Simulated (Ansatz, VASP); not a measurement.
**AlRu: VASP beside Ansatz**

```xyz
2
Lattice="3.0813 0.0000 0.0000 0.0000 2.9916 0.0000 0.0000 0.0000 2.9916" Properties=species:S:1:pos:R:3 pbc="T T T"
Al    0.0000    0.0000    0.0000
Ru    1.5407    1.4958    1.4958
```

Change from the starting cell: strain +0.0300 x Voigt [1, 0, 0, 0, 0, 0], atoms carried along.

Alike in both runs: task single point; functional PBEsol; k mesh 16 × 16 × 16; occupations gaussian, width 0.15 eV; no spin polarisation.

|  | VASP | Ansatz |
| --- | --- | --- |
| version | VASP 6.6.1 | Ansatz 0.2.0 |
| potentials or method | VASP PAW PBE potentials, release 64 (Al, Ru_pv), cutoff 520 eV | scalar-relativistic, plane waves, PAW |
| valence electrons in the cell | 17 | 19 |

Ansatz gave:

```
gap on the k mesh at the Fermi level (eV)                     : none
pressure (GPa)                                                : -8.8
traceless stress, the component that is largest in VASP (GPa) : -2.98
```

Problem. Estimate VASP's values.

Solution. gap on the k mesh at the Fermi level (eV): none; pressure (GPa): -8.9; traceless stress, the component that is largest in VASP (GPa): -2.99.

VASP's potentials were made for PBE, not for PBEsol. A gap of «none» marks a metal or a gap that the smearing closes. The functional is the same, so the differences come from potentials, cutoffs and numerics. VASP's potentials hold 17 valence electrons a cell and Ansatz's 19, so a difference there can come from the potentials and not from the codes.
